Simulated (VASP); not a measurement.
# CaO in VASP: notebook

The runs below take CaO through single point, with r2SCAN.

Everything below comes from runs of VASP 6.6.1. Logs are shortened: lines on timing, memory, paths and dates and some standing lists are left out, and cuts for length are marked.

## Step 1: The cell of the first run

It takes space group I-4m2 (No. 119, tetragonal). Conventional cell: a = 3.594 Å, b = 3.594 Å, c = 5.410 Å, α = 90.00°, β = 90.00°, γ = 90.00°. Ca (site symmetry -4m2) has 4 O at 2.25 Å within 3.0 Å. Within 3.0 Å of O (site symmetry -4m2) lie 4 Ca at 2.25 Å.

## Step 2: Single point, r2SCAN (epitaxial xy strain -2.5%)

POSCAR reads:

```
CaO
1.0
    0.0000000000      2.5415634481      2.7051821115
    2.5415634481      0.0000000000      2.7051821115
    2.5415634481      2.5415634481      0.0000000000
Ca O
1 1
Direct
    0.0000000000      0.0000000000      0.0000000000
    0.2500000000      0.2500000000      0.2500000000
```

INCAR.step1 reads:

```
SYSTEM = CaO
PREC = Accurate
ENCUT = 520
ISMEAR = 0
SIGMA = 0.01
LREAL = .False.
LASPH = .True.
NELM = 100
NBANDS = 15
GGA = PE
ALGO = Normal
EDIFF = 1E-4
LWAVE = .True.
LCHARG = .False.
```

INCAR.step2 reads:

```
SYSTEM = CaO
PREC = Accurate
ENCUT = 520
EDIFF = 1E-7
ISMEAR = 0
SIGMA = 0.01
LREAL = .False.
LASPH = .True.
NELM = 100
ALGO = Normal
ISIF = 2
LWAVE = .False.
LCHARG = .False.
METAGGA = R2SCAN
LMIXTAU = .True.
NBANDS = 15
ISTART = 1
```

KPOINTS reads:

```
regular mesh
0
Gamma
  8 8 8
  0 0 0
```

Potentials or basis: VASP PAW PBE potentials, release 64 (Ca_sv, O).

Command:

```sh
> cat potpaw_PBE.64/Ca_sv/POTCAR potpaw_PBE.64/O/POTCAR > POTCAR
> cp INCAR.step1 INCAR
> mpirun -np 1 vasp_std > vasp.out
> cp INCAR.step2 INCAR
> mpirun -np 1 vasp_std > vasp.out
```

OUTCAR:

```text
SYSTEM = CaO
   PREC = Accurate
   ENCUT = 520
   EDIFF = 1E-7
   ISMEAR = 0
   LREAL = .False.
   LASPH = .True.
   NELM = 100
   ISIF = 2
   METAGGA = R2SCAN
   ISTART = 1

 ion  position               nearest neighbor table
   1  0.000  0.000  0.000-   2 2.25   2 2.25   2 2.25   2 2.25
   2  0.250  0.250  0.250-   1 2.25   1 2.25   1 2.25   1 2.25

  LATTYP: Found a body centered tetragonal cell.
 ALAT       =     3.5943134979
 C/A-ratio  =     1.5052566300

  Lattice vectors:

 A1 = (  -2.5415634481,   0.0000000000,   2.7051821115)
 A2 = (   2.5415634481,   0.0000000000,   2.7051821115)
 A3 = (   0.0000000000,   2.5415634481,  -2.7051821115)

Analysis of symmetry for initial positions (statically):
=====================================================================
 Subroutine PRICEL returns:
 Original cell was already a primitive cell.

 Routine SETGRP: Setting up the symmetry group for a
 body centered tetragonal supercell.

 Subroutine GETGRP returns: Found  8 space group operations
 (whereof  8 operations were pure point group operations)
 out of a pool of 16 trial point group operations.

The static configuration has the point symmetry D_2d.

Analysis of symmetry for dynamics (positions and initial velocities):
=====================================================================
 Subroutine PRICEL returns:
 Original cell was already a primitive cell.

 Routine SETGRP: Setting up the symmetry group for a
 body centered tetragonal supercell.

 Subroutine GETGRP returns: Found  8 space group operations
 (whereof  8 operations were pure point group operations)
 out of a pool of 16 trial point group operations.

The dynamic configuration has the point symmetry D_2d.

 Subroutine INISYM returns: Found  8 space group operations
 (whereof  8 operations are pure point group operations),
 and found     1 'primitive' translations

----------------------------------------------------------------------------------------

                                     Primitive cell

  volume of cell :      34.9485

  direct lattice vectors                    reciprocal lattice vectors
     0.000000000  2.541563448  2.705182112    -0.196729301  0.196729301  0.184830440
     2.541563448  0.000000000  2.705182112     0.196729301 -0.196729301  0.184830440
     2.541563448  2.541563448  0.000000000     0.196729301  0.196729301 -0.184830440

  length of vectors
     3.711812902  3.711812902  3.594313498     0.334016657  0.334016657  0.334016657

  position of ions in fractional coordinates (direct lattice)
     0.000000000  0.000000000  0.000000000
     0.250000000  0.250000000  0.250000000

  ion indices of the primitive-cell ions
   primitive index   ion index
                 1           1
                 2           2

----------------------------------------------------------------------------------------

 KPOINTS: regular mesh

Automatic generation of k-mesh.
 Grid dimensions read from file:
 generate k-points for:    8    8    8

 Generating k-lattice:

  Cartesian coordinates                     Fractional coordinates (reciprocal lattice)
    -0.024591163  0.024591163  0.023103805     0.125000000  0.000000000  0.000000000
     0.024591163 -0.024591163  0.023103805     0.000000000  0.125000000  0.000000000
     0.024591163  0.024591163 -0.023103805     0.000000000  0.000000000  0.125000000

  Length of vectors
     0.041752082  0.041752082  0.041752082

  Shift w.r.t. Gamma in fractional coordinates (k-lattice)
     0.000000000  0.000000000  0.000000000

 Subroutine IBZKPT returns following result:
 ===========================================

 Found     59 irreducible k-points:

 Following reciprocal coordinates:
            Coordinates               Weight
  0.000000  0.000000  0.000000      1.000000
  0.125000  0.000000  0.000000      8.000000
  0.250000  0.000000  0.000000      8.000000
  0.375000 -0.000000  0.000000      8.000000
  0.500000  0.000000  0.000000      4.000000
  0.125000  0.125000  0.000000      2.000000
[... 16 lines left out ...]
  0.250000  0.000000  0.125000     16.000000
  0.375000 -0.000000  0.125000     16.000000
 [... further k-points ...]
   k-points           NKPTS =     59   k-points in BZ     NKDIM =     59   number of bands    NBANDS=     15
   number of dos      NEDOS =    301   number of ions     NIONS =      2
   total plane-waves  NPLWV =  21952
   dimension x,y,z NGX =    28 NGY =   28 NGZ =   28
   dimension x,y,z NGXF=    56 NGYF=   56 NGZF=   56
   ions per type =               1   1
   NGX,Y,Z   is equivalent  to a cutoff of  12.54, 12.54, 12.95 a.u.
   NGXF,Y,Z  is equivalent  to a cutoff of  25.08, 25.08, 25.90 a.u.
 SYSTEM =  CaO
   PREC   = accura    normal or accurate (medium, high low for compatibility)
   ISTART =      1    job   : 0-new  1-cont  2-samecut
   ICHARG =      0    charge: 1-file 2-atom 10-const
   ISPIN  =      1    spin polarized calculation?
   LNONCOLLINEAR =      F non collinear calculations
   LSORBIT =      F    spin-orbit coupling
   LASPH  =      T    aspherical Exc in radial PAW
   ENCUT  =  520.0 eV  38.22 Ry    6.18 a.u.   6.90  6.90  6.68*2*pi/ulx,y,z
   NELM   =    100;   NELMIN=  2; NELMDL=  0     # of ELM steps
   EDIFF  = 0.1E-06   stopping-criterion for ELM
   LREAL  =      F    real-space projection
   EDIFFG = 0.1E-05   stopping-criterion for IOM
   NSW    =      0    number of steps for IOM
   IBRION =     -1    ionic relax: 0-MD 1-quasi-New 2-CG
   NFREE  =      0    steps in history (QN), initial steepest desc. (CG)
   ISIF   =      2    stress and relaxation
   ISYM   =      2    0-nonsym 1-usesym 2-fastsym
   POTIM  = 0.5000    time-step for ionic-motion
   TEBEG  =    0.0;   TEEND  =   0.0 temperature during run
   PSTRESS=    0.0 pullay stress
   NELECT =      16.0000    total number of electrons
   NUPDOWN=      -1.0000    fix difference up-down
   EMIN   =  10.00;   EMAX   =-10.00  energy-range for DOS
   EFERMI =   0.00;   METHOD = LEGACY
   ISMEAR =     0;   SIGMA  =   0.01  broadening in eV -4-tet -1-fermi 0-gaus
   EFERMI_NEDOS =   21; number of points for ismear=-14 and -15
   IALGO  =     38    algorithm
   IMIX   =      4    mixing-type and parameters
     AMIX     =   0.40;   BMIX     =  1.00
     AMIX_MAG =   1.60;   BMIX_MAG =  1.00
  volume/ion in A,a.u.               =      17.47       117.92
  Fermi-wavevector in a.u.,A,eV,Ry     =   1.261746  2.384355 21.660524  1.592004
  Thomas-Fermi vector in A             =   2.395190
   LORBIT       =      0    0 simple, 1 ext, 2 COOP (PROOUT), +10 PAW based schemes
   METAGGA = R2SCAN    functional components
   LHFCALC =     F    Hartree Fock is set to
   AEXX    =    0.0000 exact exchange contribution
   IVDW    =     0    specifies the selected vdW correction
   LEPSILON=     F    determine dielectric tensor
   LRPA    =     F    only Hartree local field effects (RPA)
 non-spin polarized calculation
 Gauss-broadening in eV      SIGMA  =   0.01
  energy-cutoff  :      520.00
  volume of cell :       34.95
 maximum number of plane-waves:       962
   NGX = 13   NGY = 13   NGZ = 13

 number of electron      15.9999997 magnetization

 Free energy of the ion-electron system (eV)
  ---------------------------------------------------
  ext. energy  EPLUGINS =         0.00000000
  ---------------------------------------------------
  free energy    TOTEN  =       -18.93056965 eV

  energy without entropy =      -18.93056965  energy(sigma->0) =      -18.93056965

 E-fermi :   0.4432     XC(G=0):  -9.6476

 val. band max:        0.2758843399   @ k =   0.5000   0.5000   0.0000
 cond. band min:       3.9904554183   @ k =   0.0000   0.0000   0.0000
 fundamental gap:      3.7145710783
 Fermi energy:         0.4432063847

 k-point     1 :       0.0000    0.0000    0.0000
  band No.  band energies     occupation
      1     -38.3053      2.00000
      2     -18.3675      2.00000
      3     -18.3675      2.00000
      4     -18.3490      2.00000
      5     -15.5617      2.00000
      6      -0.4645      2.00000
      7      -0.4047      2.00000
      8      -0.4047      2.00000
      9       3.9905      0.00000
     10       8.6497      0.00000
     11       9.1481      0.00000
     12      10.1689      0.00000
     13      10.7560      0.00000
     14      10.7560      0.00000
     15      17.4279      0.00000

 k-point     2 :       0.1250    0.0000    0.0000
  band No.  band energies     occupation
      1     -38.2981      2.00000
      2     -18.5115      2.00000
      3     -18.3739      2.00000
      4     -18.3652      2.00000
      5     -15.4167      2.00000
      6      -0.5970      2.00000
      7      -0.4003      2.00000
      8      -0.3540      2.00000
      9       4.5394      0.00000
     10       8.4903      0.00000
     11       8.9297      0.00000
     12      10.1818      0.00000
     13      10.7064      0.00000
     14      10.8933      0.00000
     15      15.9519      0.00000

 k-point     3 :       0.2500    0.0000    0.0000
  band No.  band energies     occupation
      1     -38.2808      2.00000
      2     -18.8206      2.00000
      3     -18.3912      2.00000
      4     -18.3895      2.00000
      5     -15.1238      2.00000
      6      -0.8042      2.00000
      7      -0.3213      2.00000
      8      -0.2369      2.00000
      9       5.6793      0.00000
     10       8.3722      0.00000
     11       8.6775      0.00000
     12       9.8177      0.00000
     13      10.7881      0.00000
     14      10.9098      0.00000
     15      13.9390      0.00000
[... 343 lines left out ...]
 k-point    23 :       0.2500    0.0000    0.1250
  band No.  band energies     occupation
      1     -38.2809      2.00000
      2     -18.7750      2.00000
      3     -18.4187      2.00000
      4     -18.3930      2.00000
      5     -15.1412      2.00000
      6      -0.8645      2.00000
      7      -0.3294      2.00000
      8      -0.2044      2.00000
      9       5.6816      0.00000
     10       7.9348      0.00000
     11       8.9553      0.00000
     12      10.1224      0.00000
     13      10.6645      0.00000
     14      10.9778      0.00000
     15      14.8175      0.00000

 k-point    24 :       0.3750   -0.0000    0.1250
  band No.  band energies     occupation
      1     -38.2635      2.00000
      2     -19.0299      2.00000
      3     -18.4437      2.00000
      4     -18.4229      2.00000
      5     -14.8954      2.00000
      6      -0.8733      2.00000
      7      -0.2569      2.00000
      8      -0.1254      2.00000
      9       6.4696      0.00000
     10       7.8669      0.00000
     11       8.9860      0.00000
     12       9.8563      0.00000
     13      10.5740      0.00000
     14      10.9586      0.00000
     15      13.4251      0.00000

 [... further k-points ...]
[... 5 lines left out ...]
  --------------------------------------------------------------------------------------
  -------------------------------------------------------------------------------------
  Total        0.5022320      0.5022320      0.2301276      0.0000000      0.0000000      0.0000000
  in kB       23.0243062     23.0243062     10.5499619      0.0000000      0.0000000      0.0000000
  external PRESSURE =      18.8661914 kB  Pullay stress =       0.0000000 kB

 VOLUME and BASIS-vectors are now :
 -----------------------------------------------------------------------------
  energy-cutoff  :      520.00
  volume of cell :       34.95
      direct lattice vectors                 reciprocal lattice vectors
     0.000000000  2.541563448  2.705182112    -0.196729301  0.196729301  0.184830440
     2.541563448  0.000000000  2.705182112     0.196729301 -0.196729301  0.184830440
     2.541563448  2.541563448  0.000000000     0.196729301  0.196729301 -0.184830440

 POSITION                                       TOTAL-FORCE (eV/Angst)
 -----------------------------------------------------------------------------------
      0.00000      0.00000      0.00000         0.000000     -0.000000      0.000000
      1.27078      1.27078      1.35259        -0.000000      0.000000     -0.000000
 -----------------------------------------------------------------------------------
    total drift:                                0.000000      0.000000     -0.000000

  FREE ENERGIE OF THE ION-ELECTRON SYSTEM (eV)
  ---------------------------------------------------
  free  energy   TOTEN  =       -18.9305696501 eV

  energy  without entropy=      -18.9305696501  energy(sigma->0) =      -18.93056965
```

It took 4.9 min on 1 thread of Intel Xeon 8259CL, shared host; peak memory 0.19 GiB.

What came out:

* Free energy: -18.9306 eV
* Pressure: 1.9 GPa
* Band gap on the k mesh: 3.71 eV (least direct gap 4.40 eV)

Stress tensor (GPa, compression positive):
```
2.30 0.00 0.00
0.00 2.30 0.00
0.00 0.00 1.05
```

Levels at points of the mesh, in eV from the valence-band top:
```tsv
k point	band 5	band 6	band 7	band 8	band 9	band 10	band 11	band 12
(0.00, 0.00, 0.00)	-15.84	-0.74	-0.68	-0.68	3.71	8.37	8.87	9.89
(0.50, 0.00, 0.00)	-15.08	-1.07	-0.51	-0.36	6.57	8.45	8.56	8.81
(0.50, 0.50, 0.00)	-14.78	-1.54	0.00	0.00	5.16	7.07	9.75	10.02
(0.50, 0.00, 0.50)	-14.89	-1.51	-0.12	-0.08	5.38	7.18	9.77	9.98
```

Caveat: the cell differs from its parent crystal (epitaxial xy strain -2.5%); the PAW data sets were made with another functional, which shifts forces and pressure a little. A k mesh can miss the band edges.

(Continued in part 2 of 2.)
